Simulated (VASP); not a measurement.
Input of a VASP 6.6.1 run:

INCAR

```
SYSTEM = ScPd
ALGO = Normal ; EDIFF = 1E-8
ENCUT = 400 ; GGA = PS
GGA_COMPAT = .False. ; ISIF = 2
ISMEAR = -1 ; LASPH = .True.
LCHARG = .False. ; LEFG = .True.
LREAL = .False. ; LWAVE = .False.
NBANDS = 18 ; NELM = 120
PREC = Accurate ; SIGMA = 0.05
```

KPOINTS

```
k-points
0
Gamma
  12 12 12
  0 0 0
```

File POSCAR:

```
ScPd
1.0
    3.2830000000      0.0000000000      0.0000000000
    0.0000000000      3.2830000000      0.0000000000
    0.0000000000      0.0000000000      3.2830000000
Sc Pd
1 1
Direct
    0.5000000000      0.5000000000      0.5000000000
    0.0000000000      0.0000000000      0.0000000000
```

Potentials or basis: VASP PAW PBE potentials, release 64 (Sc_sv, Pd).

The run is started by

```bash
$ cat potpaw_PBE.64/Sc_sv/POTCAR potpaw_PBE.64/Pd/POTCAR > POTCAR
$ mpirun -np 1 vasp_std > vasp.out
```

(1) What does it give for the pressure?

## Answers

(1) -1.7 GPa.

Caveat: without QUAD_EFG the Cq values of the log hold for a quadrupole moment of 1 mb, not for the nuclei; the PAW data sets were made with another functional, which shifts forces and pressure a little.
